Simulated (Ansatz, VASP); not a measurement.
Given: the input of a run of VASP 6.6.1 on W.

POSCAR

```
W
1.0
   -1.5500431812      1.5500431812      1.5500431812
    1.5500431812     -1.5500431812      1.5500431812
    1.5500431812      1.5500431812     -1.5500431812
W
1
Direct
    0.0000000000      0.0000000000      0.0000000000
```

INCAR.step1

```
  PREC = Accurate
  ENCUT = 520
  EDIFF = 1E-5
  ISMEAR = -1
  SIGMA = 0.05
  LREAL = False
  LASPH = True
  NELM = 60
  ALGO = Normal
  ISIF = 2
  LWAVE = True
  LCHARG = False
  NBANDS = 13
  GGA = PE
```

The input INCAR.step2:

```
  PREC = Accurate
  ENCUT = 520
  EDIFF = 1E-6
  ISMEAR = -1
  SIGMA = 0.05
  LREAL = False
  LASPH = True
  NELM = 60
  ALGO = Normal
  ISIF = 2
  LWAVE = False
  LCHARG = False
  GGA = PE
  LHFCALC = True
  AEXX = 0.25
  PRECFOCK = Normal
  NBANDS = 13
  ISTART = 1
```

The input KPOINTS:

```
regular mesh
0
Gamma
  8 8 8
```

Potentials or basis: VASP PAW PBE potentials, release 64 (W_sv).

The run is started by

```console
$ cat potpaw_PBE.64/W_sv/POTCAR > POTCAR
$ cp INCAR.step1 INCAR
$ mpirun -np 1 vasp_std > vasp.out
$ cp INCAR.step2 INCAR
$ mpirun -np 1 vasp_std > vasp.out
```

Q: Translate it to Ansatz 0.2.0. Potentials there: Ansatz PAW.

A: As run (the cutoff follows the program's own potentials):

File input:

```
crystal:
  lattice:
    - [-1.5500431812, 1.5500431812, 1.5500431812]
    - [1.5500431812, -1.5500431812, 1.5500431812]
    - [1.5500431812, 1.5500431812, -1.5500431812]
  atoms:
    - { symbol: W, position: [0.0, 0.0, 0.0] }
hamiltonian:
  xc: pbe0
  pseudopotentials: { kind: paw }
kpoints:
  mp_grid: { grid: [8, 8, 8] }
scf:
  occupations: { method: fermi_dirac, width: 0.05 }
output:
  forces: true
  stress: true
  eigenvalues: true
```

Both were run:

|  | VASP | Ansatz | Ansatz less VASP |
| --- | --- | --- | --- |
| gap on the k mesh at the Fermi level (eV) | none | none | - |
| pressure (GPa) | 22.9 | 23.3 | +0.40 |

A gap of «none» marks a metal or a gap that the smearing closes. The functional is the same, so the differences come from potentials, cutoffs and numerics.

Spin-orbit coupling is off throughout.
